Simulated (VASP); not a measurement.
A run of VASP 6.6.1 is set up as follows.

Contents of INCAR:

```
SYSTEM = Cs
PREC = Accurate
ENCUT = 520
EDIFF = 1E-6
ISMEAR = -1
SIGMA = 0.1
LREAL = .False.
LASPH = .True.
NELM = 60
ALGO = Normal
ISIF = 2
LWAVE = .False.
LCHARG = .False.
GGA = RE
NBANDS = 10
```

Contents of KPOINTS:

```
regular mesh
0
Gamma
  12 12 12
  0 0 0
```

Contents of POSCAR:

```
Cs
1.0
   -3.2641929105      3.2641929105      3.2641929105
    3.2641929105     -3.2641929105      3.2641929105
    3.2641929105      3.2641929105     -3.2641929105
Cs
1
Direct
    0.0000000000      0.0000000000      0.0000000000
```

Potentials or basis: VASP PAW PBE potentials, release 64 (Cs_sv).

The run is started by

```console
$ cat potpaw_PBE.64/Cs_sv/POTCAR > POTCAR
$ mpirun -np 1 vasp_std > vasp.out
```

Question: What does it give for the pressure?

Answer: -0.1 GPa.

Question: Predict the band gap on the k mesh.

Answer: Zero (an odd number of electrons rules out a gap without spin polarisation).

Caveat: the PAW data sets were made with another functional, which shifts forces and pressure a little; spin-orbit coupling is left out, which moves the levels of the heavy elements.
